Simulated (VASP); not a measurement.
Set up this calculation in VASP 6.6.1, as the native input.

| Quantity | Value |
| --- | --- |
| Task | single point |
| Functional | r2SCAN |
| Potentials or basis | VASP PAW PBE potentials, release 64 (Te, Mo_sv) |
| Cutoff | 520 eV |
| k mesh | 12 × 12 × 2 |
| Occupations | gaussian, width 0.05 eV |
| Spin | no spin polarisation |
| Dipole correction | no |
| Further INCAR settings | ALGO = Normal; EDIFF = 1e-06; NBANDS = 20 |

The system is Te2Mo, a slab with vacuum.

```
Te Mo
1.0
     3.56126    0.00000    0.00000
    -1.78063    3.08414    0.00000
     0.00000    0.00000   17.52380
Te Mo
2 1
Cartesian
  0.0000 2.0561 15.9748
  0.0000 2.0561 1.7890
  0.0000 0.0000 0.0000
```

This cell differs from its parent crystal: atom 1 (Te) moved +0.240 Å along Cartesian [0 0 1].

The input as run:

POSCAR

```
Te2Mo
1.0
    3.5612561764      0.0000000000      0.0000000000
   -1.7806280882      3.0841383181      0.0000000000
    0.0000000000      0.0000000000     17.5238001931
Te Mo
2 1
Direct
    0.3333333333      0.6666666667      0.9116033676
    0.3333333333      0.6666666667      0.1020922919
    0.0000000000      0.0000000000      0.0000000000
```

INCAR.step1

```
PREC     = Accurate       # precision mode
ENCUT    = 520            # plane-wave cutoff, eV
ISMEAR   = 0              # smearing method
SIGMA    = 0.05           # smearing width, eV
LREAL    = F              # projectors in reciprocal space
LASPH    = T              # aspherical terms in the spheres
NELM     = 60             # most SCF steps
NBANDS   = 20             # bands
GGA      = PE             # functional
ALGO     = Normal         # electronic algorithm
EDIFF    = 1E-4           # SCF threshold, eV
LWAVE    = T              # write WAVECAR
LCHARG   = F              # write CHGCAR
```

INCAR.step2

```
PREC     = Accurate       # precision mode
ENCUT    = 520            # plane-wave cutoff, eV
EDIFF    = 1E-6           # SCF threshold, eV
ISMEAR   = 0              # smearing method
SIGMA    = 0.05           # smearing width, eV
LREAL    = F              # projectors in reciprocal space
LASPH    = T              # aspherical terms in the spheres
NELM     = 60             # most SCF steps
ALGO     = Normal         # electronic algorithm
ISIF     = 2              # what is computed and relaxed
LWAVE    = F              # write WAVECAR
LCHARG   = F              # write CHGCAR
METAGGA  = R2SCAN         # meta-GGA
LMIXTAU  = T            
NBANDS   = 20             # bands
ISTART   = 1
```

KPOINTS

```
Automatic mesh
0
Gamma
  12 12 2
```

Potentials or basis: VASP PAW PBE potentials, release 64 (Te, Mo_sv).

Command:

```sh
$ cat potpaw_PBE.64/Te/POTCAR potpaw_PBE.64/Mo_sv/POTCAR > POTCAR
$ cp INCAR.step1 INCAR
$ mpirun -np 1 vasp_std > vasp.out
$ cp INCAR.step2 INCAR
$ mpirun -np 1 vasp_std > vasp.out
```

It gave:

The largest force is 4.012 eV/Å and the band gap on the k mesh is 0.64 eV, indirect (least direct gap 0.98 eV).

Caveat: the cell differs from its parent crystal (atom 1 (Te) moved +0.240 Å along Cartesian [0 0 1]); the PAW data sets were made with another functional, which shifts forces and pressure a little; spin-orbit coupling is left out, which moves the levels of the heavy elements.

Wall time 16 min on 1 thread of AMD EPYC 7R43 64-Core Processor (Zen 3), on a shared host, peak memory 0.41 GiB.
